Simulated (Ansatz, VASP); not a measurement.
# Two plane-wave programs on CdSb2C

```
Cd Sb C
1.0
    -2.98226    2.98226    5.01770
     2.98226   -2.98226    5.01770
     2.98226    2.98226   -5.01770
Cd Sb C
2 4 2
Direct
  0.00000 0.00000 0.00000
  0.75000 0.25000 0.50000
  0.37500 0.45132 0.57632
  0.20132 0.62500 0.07632
  0.87500 0.79868 0.42368
  0.54868 0.12500 0.92368
  0.50000 0.50000 0.00000
  0.25000 0.75000 0.50000
```

Alike in both runs: task single point; functional r2SCAN; k mesh 6 × 6 × 6; occupations fermi-dirac, width 0.02 eV; no spin polarisation.

```csv
,VASP,Ansatz
version,VASP 6.6.1,Ansatz 0.2.0
potentials or method,"VASP PAW PBE potentials, release 64 (Cd, Sb, C)","plane waves, PAW"
plane-wave cutoff (eV),520,500
valence electrons in the cell,52,108
```

Ansatz gave:

* pressure (GPa): 4.8
* rms of the force components (eV/Å): 0.036

Problem. Which values does VASP return?

Solution. Pressure (GPa): 5.2; rms of the force components (eV/Å): 0.057.

VASP's potentials were made for PBE, not for r2SCAN. VASP's potentials hold 52 valence electrons a cell and Ansatz's 108, so a difference there can come from the potentials and not from the codes.

Neither program's run includes spin-orbit coupling.
